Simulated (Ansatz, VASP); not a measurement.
## InP in VASP and in Ansatz

Contents of INCAR:

```
ALGO = Normal
EDIFF = 1E-7
ENCUT = 520
GGA = CA
ISIF = 2
ISMEAR = 0
LASPH = T
LCHARG = T
LELF = T
LREAL = F
LVHAR = T
LWAVE = F
NBANDS = 16
NELM = 100
PREC = Accurate
SIGMA = 0.05
```

The input KPOINTS:

```
k-points
0
Gamma
  12 12 12
```

Contents of POSCAR:

```
InP
1.0
    0.0000000000      3.1305982556      2.7728948234
    2.7728948234      0.0000000000      2.7728948234
    2.7728948234      3.1305982556      0.0000000000
In P
1 1
Direct
    0.0000000000      0.0000000000      0.0000000000
    0.7500000000      0.7500000000      0.7500000000
```

Input for Ansatz:

```yaml
crystal:
  lattice:
    - [0.0, 3.1305982556, 2.7728948234]
    - [2.7728948234, 0.0, 2.7728948234]
    - [2.7728948234, 3.1305982556, 0.0]
  atoms:
    - { symbol: In, position: [0.0, 0.0, 0.0] }
    - { symbol: P, position: [0.75, 0.75, 0.75] }
basis:
  ecutwfc: 420
kpoints:
  mp_grid: { grid: [12, 12, 12] }
hamiltonian:
  xc: lda
  pseudopotentials: { kind: paw, azcp: { folder: soft_1 } }
scf:
  occupations: { method: gaussian, width: 0.05 }
output:
  forces: true
  stress: true
  eigenvalues: true
```

Alike in both runs: task single point; functional LDA; k mesh 12 × 12 × 12; occupations gaussian, width 0.05 eV; no spin polarisation.

```csv
,VASP,Ansatz
version,VASP 6.6.1,Ansatz 0.2.0
potentials or method,"VASP PAW LDA potentials, release 64 (In_d, P), cutoff 520 eV","scalar-relativistic, plane waves, PAW"
valence electrons in the cell,18,18
```

VASP gave:

| Property | Result |
| --- | --- |
| gap on the k mesh at the Fermi level (eV) | 0.43 |
| least direct gap on the mesh (eV) | 0.43 |
| pressure (GPa) | 1.7 |
| traceless stress, the component that is largest in VASP (GPa) | -4.41 |

Estimate Ansatz's values.

gap on the k mesh at the Fermi level (eV): 0.40; least direct gap on the mesh (eV): 0.40; pressure (GPa): 1.7; traceless stress, the component that is largest in VASP (GPa): -4.42.

Ansatz warns that its potentials were made for another functional, while VASP's fit it. LDA's correlation is that of Perdew and Zunger in VASP and of Perdew and Wang (1992) in Ansatz.
